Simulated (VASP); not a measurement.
# Sb: single point with PBEsol

Sb:

```
Sb
1.0
     2.13253    1.23122    3.71254
    -2.13253    1.23122    3.71254
     0.00000   -2.46243    3.71254
Sb
2
Cartesian
  0.0000 0.0000 2.6022
  0.0000 0.0000 8.5354
```

This cell differs from its parent crystal: volume scaled by 0.975.

```
Program                : VASP 6.6.1
Task                   : single point
Functional             : PBEsol
Potentials or basis    : VASP PAW PBE potentials, release 64 (Sb)
Cutoff                 : 520 eV
k mesh                 : 9 × 9 × 9
Occupations            : fermi-dirac, width 0.05 eV
Spin                   : no spin polarisation
Dipole correction      : no
Further INCAR settings : ALGO = Normal; EDIFF = 1e-06; NBANDS = 12
```

```json
{
  "Pressure": "2.2 GPa",
  "Largest force": "0.344 eV/Å"
}
```

Forces on the atoms (eV/Å):
```
Sb   0.000  0.000  0.344
Sb   0.000  0.000 -0.344
```

Stress tensor (GPa, compression positive):
```
2.53 0.00 0.00
0.00 2.53 0.00
0.00 0.00 1.66
```

Levels at points of the mesh, in eV from the Fermi level:
| k point | band 1 | band 2 | band 3 | band 4 | band 5 | band 6 | band 7 | band 8 | band 9 | band 10 |
| --- | --- | --- | --- | --- | --- | --- | --- | --- | --- | --- |
| (0.00, 0.00, 0.00) | -13.01 | -4.64 | -2.14 | -1.87 | -1.87 | 2.07 | 2.74 | 2.74 | 5.02 | 5.02 |

Run time: 60 s on 1 thread of AMD EPYC 7R43 64-Core Processor (Zen 3) (shared host), peak memory 0.18 GiB.

Caveat: the PAW data sets were made with another functional, which shifts forces and pressure a little; spin-orbit coupling is left out, which moves the levels of the heavy elements.
